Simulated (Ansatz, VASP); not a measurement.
**Two plane-wave programs on Si2W**

```
CELL_PARAMETERS angstrom
4.94607 0.00000 0.00000
-2.47303 4.28342 0.00000
0.00000 0.00000 7.13789
ATOMIC_POSITIONS crystal
Si 0.83640 0.67281 0.50000
Si 0.16360 0.83640 0.83333
Si 0.67281 0.83640 0.16667
Si 0.16360 0.32719 0.50000
Si 0.83640 0.16360 0.83333
Si 0.32719 0.16360 0.16667
W 0.00000 0.50000 0.16667
W 0.50000 0.50000 0.83333
W 0.50000 0.00000 0.50000
```

Change from the starting cell: strain +0.080 along x and y, +0.080 along z, atoms carried along.

Alike in both runs: task single point; functional r2SCAN; k mesh 12 × 12 × 6; occupations gaussian, width 0.03 eV; no spin polarisation.

```csv
,VASP,Ansatz
version,VASP 6.6.1,Ansatz 0.2.0
potentials or method,"VASP PAW PBE potentials, release 64 (Si, W_sv), cutoff 520 eV","scalar-relativistic, plane waves, PAW"
valence electrons in the cell,66,66
```

Ansatz gave:

* gap on the k mesh at the Fermi level (eV): none
* pressure (GPa): -32.5
* traceless stress, the component that is largest in VASP (GPa): -2.17
* rms of the force components (eV/Å): 0.057

Problem. Which values does VASP return?

Solution. gap on the k mesh at the Fermi level (eV): none; pressure (GPa): -32.4; traceless stress, the component that is largest in VASP (GPa): -2.17; rms of the force components (eV/Å): 0.056.

VASP's potentials were made for PBE, not for r2SCAN. Atom by atom the forces differ by 0.001 eV/Å (rms over components). A gap of «none» marks a metal or a gap that the smearing closes. Both programs put the cell under strong tension, so it lies far from rest at this level. The functional is the same, so the differences come from potentials, cutoffs and numerics.

Spin-orbit coupling is off throughout. Noted on VASP's run: the cell as given lies far from equilibrium.
